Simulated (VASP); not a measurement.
# Be2S (Pnma) in VASP: a series of runs, part 2 of 2

VASP 6.6.1. Earlier steps stand in the parts before.

## (3) Single point, PBE

This run uses another cell than the first one, of 15.10 Å³/atom.

File INCAR:

```
SYSTEM = Be2S
ALGO = Normal ; EDIFF = 1E-7
ENCUT = 520 ; GGA = PE
ISIF = 2 ; ISMEAR = 0
LASPH = .True. ; LCHARG = .False.
LREAL = .False. ; LWAVE = .False.
NBANDS = 32 ; NELM = 100
PREC = Accurate ; SIGMA = 0.1
```

File KPOINTS:

```
k-points
0
Gamma
  10 10 2
  0 0 0
```

File POSCAR:

```
Be2S
1.0
    3.3291459765      0.0000000000      0.0000000000
    0.0000000000      3.2379808741      0.0000000000
    0.0000000000      0.0000000000     16.8110953106
Be S
8 4
Direct
    0.2498515233      0.7500000000      0.1911189530
    0.2501484767      0.2500000000      0.6911189530
    0.7501480611      0.7500000000      0.7032303365
    0.7498519389      0.2500000000      0.2032303365
    0.7498515233      0.7500000000      0.3088810470
    0.7501484767      0.2500000000      0.8088810470
    0.2498519389      0.2500000000      0.2967696635
    0.2501480611      0.7500000000      0.7967696635
    0.2501483127      0.2500000000      0.8812265810
    0.2498516873      0.7500000000      0.3812265810
    0.7501483127      0.2500000000      0.6187734190
    0.7498516873      0.7500000000      0.1187734190
```

Potentials or basis: VASP PAW PBE potentials, release 64 (Be, S).

Started as:

```
$ cat potpaw_PBE.64/Be/POTCAR potpaw_PBE.64/S/POTCAR > POTCAR
$ mpirun -np 1 vasp_std > vasp.out
```

OUTCAR:

```text
SYSTEM = Be2S
   EDIFF = 1E-7
   ENCUT = 520
   GGA = PE
   ISIF = 2
   ISMEAR = 0
   LASPH = .True.
   LREAL = .False.
   NELM = 100
   PREC = Accurate

 ion  position               nearest neighbor table
   1  0.250  0.750  0.191-  12 2.06  12 2.06   4 2.33   4 2.33   4 2.33   4 2.33
   2  0.250  0.250  0.691-  11 2.06  11 2.06   3 2.33   3 2.33   3 2.33   3 2.33
   3  0.750  0.750  0.703-  11 2.15  11 2.15   8 2.29   8 2.29   2 2.33   2 2.33   2 2.33   2 2.33

   4  0.750  0.250  0.203-  12 2.15  12 2.15   7 2.29   7 2.29   1 2.33   1 2.33   1 2.33   1 2.33
[... 7 lines left out ...]
   9  0.250  0.250  0.881-   6 2.06   6 2.06   8 2.15   8 2.15
[... 1073 lines left out ...]
  energy-cutoff  :      520.00
  volume of cell :      181.22
      direct lattice vectors                 reciprocal lattice vectors
     3.329145976  0.000000000  0.000000000     0.300377336  0.000000000  0.000000000
     0.000000000  3.237980874  0.000000000     0.000000000  0.308834437  0.000000000
     0.000000000  0.000000000 16.811095311     0.000000000  0.000000000  0.059484524

 POSITION                                       TOTAL-FORCE (eV/Angst)
 -----------------------------------------------------------------------------------
      0.83179      2.42849      3.21292         0.000009      0.000000      0.000608
      0.83278      0.80950     11.61847        -0.000009      0.000000      0.000608
      2.49735      2.42849     11.82207         0.000004      0.000000     -0.004870
      2.49637      0.80950      3.41652        -0.000004      0.000000     -0.004870
      2.49637      2.42849      5.19263         0.000009      0.000000     -0.000608
      2.49735      0.80950     13.59818        -0.000009      0.000000     -0.000608
      0.83179      0.80950      4.98902        -0.000004      0.000000      0.004870
      0.83278      2.42849     13.39457         0.000004      0.000000      0.004870
      0.83278      0.80950     14.81438         0.000003      0.000000      0.000810
      0.83179      2.42849      6.40884        -0.000003     -0.000000      0.000810
      2.49735      0.80950     10.40226         0.000003      0.000000     -0.000810
      2.49637      2.42849      1.99671        -0.000003     -0.000000     -0.000810
 -----------------------------------------------------------------------------------
    total drift:                                0.000000      0.000000     -0.000000

  FREE ENERGIE OF THE ION-ELECTRON SYSTEM (eV)
  ---------------------------------------------------
  free  energy   TOTEN  =       -50.6642381811 eV

  energy  without entropy=      -50.6573098499  energy(sigma->0) =      -50.66077402
```

stdout:

```text
POSCAR found type information on POSCAR BeS
 POSCAR found :  2 types and      12 ions
 scaLAPACK will be used
 LDA part: xc-table for (Slater+PW92), standard interpolation
 POSCAR, INCAR and KPOINTS ok, starting setup
 FFT: planning ... GRIDC
 FFT: planning ... GRID_SOFT
 FFT: planning ... GRID
 WAVECAR not read
 entering main loop
```

It took 4.2 min on 1 thread of Intel Xeon 6975P-C (Granite Rapids), shared host; peak memory 0.49 GiB.

What came out:

```yaml
Free_energy: -50.6642 eV
Pressure: 0.0 GPa
Largest_force: 0.005 eV/Å
Band_gap_on_the_k_mesh: zero (bands 20 and 21 overlap by 2.37 eV)
```

Forces in eV/Å, atoms in the order of the input:
```
Be   0.000  0.000  0.001
Be   0.000  0.000  0.001
Be   0.000  0.000 -0.005
Be   0.000  0.000 -0.005
Be   0.000  0.000 -0.001
Be   0.000  0.000 -0.001
Be   0.000  0.000  0.005
Be   0.000  0.000  0.005
S    0.000  0.000  0.001
S    0.000  0.000  0.001
S    0.000  0.000 -0.001
S    0.000  0.000 -0.001
```

Levels at points of the mesh, in eV from the Fermi level:
```csv
k point,band 16,band 17,band 18,band 19,band 20,band 21,band 22,band 23,band 24,band 25
"(0.00, 0.00, 0.00)",-2.42,-2.41,-2.25,1.75,1.90,2.10,2.14,2.60,2.64,2.68
"(0.50, 0.00, 0.00)",-2.36,-1.84,-1.84,-1.84,-1.84,3.71,3.71,3.72,3.72,3.84
"(0.00, 0.50, 0.00)",-2.74,-2.42,-2.42,-0.56,-0.56,1.68,1.68,2.54,2.54,4.68
"(0.50, 0.50, 0.00)",-4.66,-3.84,-3.84,-3.84,-3.84,0.58,0.58,0.58,0.58,2.93
"(0.00, 0.00, 0.50)",-2.51,-2.41,-2.41,1.83,1.83,2.12,2.12,2.62,2.62,2.70
"(0.50, 0.00, 0.50)",-2.44,-1.84,-1.84,-1.84,-1.84,3.71,3.71,3.71,3.71,4.14
"(0.00, 0.50, 0.50)",-2.74,-2.42,-2.42,-0.57,-0.57,1.70,1.70,2.54,2.54,4.67
"(0.50, 0.50, 0.50)",-4.66,-3.84,-3.84,-3.84,-3.84,0.58,0.58,0.58,0.58,2.93
```

Caveat: this functional lacks dispersion, which binds the layers, so the pressure and a relaxed spacing across them are unreliable.
